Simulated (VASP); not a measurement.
# Rb (R-3m) in VASP: notebook, part 2 of 2

VASP 6.6.1.

### 4 Relaxation of cell and atoms, PBE

This run uses another cell than the first one, of 104.88 Å³/atom.

Input file INCAR:

```
SYSTEM = Rb
PREC = Accurate
ENCUT = 600
EDIFF = 1E-7
ISMEAR = 0
SIGMA = 0.1
LREAL = .FALSE.
LASPH = .TRUE.
NELM = 60
ALGO = Normal
ISIF = 3
LWAVE = .FALSE.
LCHARG = .FALSE.
GGA = PE
IBRION = 2
NSW = 90
EDIFFG = -0.04
```

Input file KPOINTS:

```
regular mesh
0
G
  6 6 6
  0 0 0
```

Input file POSCAR:

```
Rb
1.0
    2.9351565443      1.6946134208      7.0284195195
   -2.9351565443      1.6946134208      7.0284195195
    0.0000000000     -3.3892268419      7.0284195195
Rb
2
Direct
    0.0577000000      0.0577000000      0.0577000000
    0.9423000000      0.9423000000      0.9423000000
```

Potentials or basis: VASP PAW PBE potentials, release 64 (Rb_sv).

Started as:

```console
cat potpaw_PBE.64/Rb_sv/POTCAR > POTCAR
mpirun -np 1 vasp_std > vasp.out
```

OUTCAR:

```text
SYSTEM = Rb
   PREC = Accurate
   ENCUT = 600
   EDIFF = 1E-7
   ISMEAR = 0
   LREAL = .FALSE.
   LASPH = .TRUE.
   NELM = 60
   ISIF = 3
   GGA = PE
   IBRION = 2
   NSW = 90
   EDIFFG = -0.04

 ion  position               nearest neighbor table
   1  0.058  0.058  0.058-   2 2.43   2 5.71   2 5.71   2 5.71
   2  0.942  0.942  0.942-   1 2.43   1 5.71   1 5.71   1 5.71

 -----------------------------------------------------------------------------
|                                                                             |
|           W    W    AA    RRRRR   N    N  II  N    N   GGGG   !!!           |
|           W    W   A  A   R    R  NN   N  II  NN   N  G    G  !!!           |
|           W    W  A    A  R    R  N N  N  II  N N  N  G       !!!           |
|           W WW W  AAAAAA  RRRRR   N  N N  II  N  N N  G  GGG   !            |
|           WW  WW  A    A  R   R   N   NN  II  N   NN  G    G                |
|           W    W  A    A  R    R  N    N  II  N    N   GGGG   !!!           |
|                                                                             |
[... 765 lines left out ...]
--------------------------------------- Ionic step       13  -------------------------------------------

 number of electron      18.0000000 magnetization

 Free energy of the ion-electron system (eV)
  ---------------------------------------------------
  ext. energy  EPLUGINS =         0.00000000
  ---------------------------------------------------
  free energy    TOTEN  =        -1.81032916 eV

  energy without entropy =       -1.80076075  energy(sigma->0) =       -1.80554496

 E-fermi :  -0.1009     XC(G=0):  -5.3476

 val. band max:       -0.1161506676   @ k =   0.5000   0.3333  -0.0000
 cond. band min:      -0.0862411875   @ k =   0.0000   0.0000   0.0000
 fundamental gap:      0.0299094801
 Fermi energy:        -0.1008877370

 k-point     1 :       0.0000    0.0000    0.0000
  band No.  band energies     occupation
      1     -29.0460      2.00000
      2     -29.0419      2.00000
      3     -13.1931      2.00000
      4     -13.0909      2.00000
      5     -13.0909      2.00000
      6     -13.0895      2.00000
      7     -13.0895      2.00000
      8     -13.0858      2.00000
      9      -1.9994      2.00000
     10      -0.0862      0.83591
     11       0.3927      0.00000
     12       2.8659      0.00000
     13       3.5270      0.00000
[... 397 lines left out ...]
  FREE ENERGIE OF THE ION-ELECTRON SYSTEM (eV)
  ---------------------------------------------------
  free  energy   TOTEN  =        -1.8103291649 eV

  energy  without entropy=       -1.8007607526  energy(sigma->0) =       -1.80554496

 reached required accuracy - stopping structural energy minimisation
```

OSZICAR:

```text
N       E                     dE             d eps       ncg     rms          rms(c)
DAV:   1     0.131028313954E+03    0.13103E+03   -0.70443E+03   832   0.113E+03
DAV:   2     0.149310211762E+02   -0.11610E+03   -0.11216E+03  1240   0.209E+02
DAV:   3     0.161756896016E+01   -0.13313E+02   -0.13032E+02  1032   0.741E+01
[... 148 lines left out ...]
DAV:   6    -0.181033195793E+01    0.64226E-05   -0.13130E-04   957   0.780E-02    0.179E-02
DAV:   7    -0.181032702194E+01    0.49360E-05   -0.47846E-05  1057   0.473E-02    0.482E-03
DAV:   8    -0.181032848777E+01   -0.14658E-05   -0.36825E-06  1002   0.134E-02    0.285E-03
DAV:   9    -0.181032910799E+01   -0.62021E-06   -0.70910E-07  1052   0.571E-03    0.829E-04
DAV:  10    -0.181032916493E+01   -0.56948E-07   -0.10715E-07   781   0.203E-03
  13 F= -.18103292E+01 E0= -.18055450E+01  d E =-.290243E-01
```

CONTCAR:

```text
Rb
   1.00000000000000
     2.5110302337491417    1.4497439812656583    8.7338432949399731
    -2.5110302337491417    1.4497439812656583    8.7338432949399731
     0.0000000000000000   -2.8994879628280206    8.7338432949554274
  Rb
     2
Direct
     0.0881773723891190    0.0881773723891190    0.0881773723891411
     0.9118226276108808    0.9118226276108808    0.9118226276108589

  0.00000000E+00  0.00000000E+00  0.00000000E+00
  0.00000000E+00  0.00000000E+00  0.00000000E+00
```

Wall time 20 min (1 thread of Intel Xeon Platinum 8488C (Sapphire Rapids), shared host); peak memory 0.65 GiB.

What came out:

```yaml
Free_energy: -1.8103 eV
Relaxed_volume: 95.38 Å³/atom
Relaxed_cell: a = 9.203 Å, b = 9.203 Å, c = 9.203 Å, α = 31.67°, β = 31.67°, γ = 31.67°
Space_group_after_relaxing_to_0.1_Å: R-3m (No. 166)
Energy_gained_by_relaxing: 1357.8 meV/atom
Ionic_steps: 13
Pressure_after_relaxing: 0.0 GPa
Largest_force_after_relaxing: 0.008 eV/Å
Band_gap_on_the_k_mesh: zero (bands 9 and 10 overlap by 2.08 eV)
```

Forces on the atoms (eV/Å):
```
Rb   0.000  0.000 -0.008
Rb   0.000  0.000  0.008
```

Step by step:
```csv
step,energy change (eV),largest force (eV/Å),pressure (GPa),volume (Å³)
1,0.0000,6.7001,3.37,209.75
2,-2.4573,0.1979,-0.38,272.61
3,-2.4587,0.1915,-0.38,273.25
4,-2.4989,0.1960,-0.37,260.01
5,-2.5974,0.2072,-0.24,222.67
6,-2.5607,0.2258,0.76,158.21
7,-2.6330,0.2144,-0.03,197.59
8,-2.6350,0.2164,0.07,189.83
9,-2.6451,0.1934,0.05,189.93
10,-2.6679,0.1323,0.02,190.24
11,-2.6866,0.0411,0.00,190.79
12,-2.7014,0.0305,-0.03,190.99
13,-2.7156,0.0079,-0.04,190.77
```

Final structure:
```yaml
crystal:
  lattice:
    - [2.51103, 1.44974, 8.73384]
    - [-2.51103, 1.44974, 8.73384]
    - [0.00000, -2.89949, 8.73384]
  atoms:
    - { symbol: Rb, position: [0.08818, 0.08818, 0.08818] }
    - { symbol: Rb, position: [0.91182, 0.91182, 0.91182] }
```

Levels at points of the mesh, in eV from the Fermi level:
```csv
k point,band 6,band 7,band 8,band 9,band 10,band 11,band 12,band 13
"(0.00, 0.00, 0.00)",-12.99,-12.99,-12.98,-1.90,0.01,0.49,2.97,3.63
"(0.50, 0.00, 0.00)",-13.01,-13.00,-12.99,0.10,0.50,0.96,1.82,1.84
"(0.50, 0.50, 0.00)",-13.02,-13.01,-13.00,0.34,0.53,0.84,1.16,2.33
"(0.50, 0.50, 0.50)",-13.00,-12.98,-12.98,-1.39,-1.21,1.83,2.36,3.46
```

Caveat: a cell axis changed by over 15 % at a fixed basis, so the end point is rough.

### 5 The runs side by side

| task | cell | cutoff (eV) | gap on the mesh (eV) | pressure (GPa) | largest force (eV/Å) |
| --- | --- | --- | --- | --- | --- |
| single point | a = 9.013 Å, angles 32.1°, 2 atoms, atomic positions A | 520 | none | 0.0 | - |
| single point | a = 7.803 Å, angles 44.2°, 2 atoms, atomic positions B | 520 | none | 3.4 | 6.70 |
| relaxation of cell and atoms | relaxed from a = 7.803 Å, angles 44.2°, 2 atoms, atomic positions B | 600 | none | 0.0 | 0.01 |

Alike in all rows: level PBE; potentials or basis VASP PAW PBE potentials, release 64 (Rb_sv); no spin polarisation; k mesh 6 × 6 × 6; smearing gaussian 0.1 eV.

Caveats: the stress differs along the axes, from -1 to 12 GPa (at least some runs); forces of over 1 eV/Å act on the atoms, so gaps and moduli don't describe the material at rest (at least some runs); a cell axis changed by over 15 % at a fixed basis, so the end point is rough (at least some runs).

Absolute energies hang on the potentials; compare differences alone.

The gap in the log of VASP goes by the Fermi energy; the results here count the filled bands.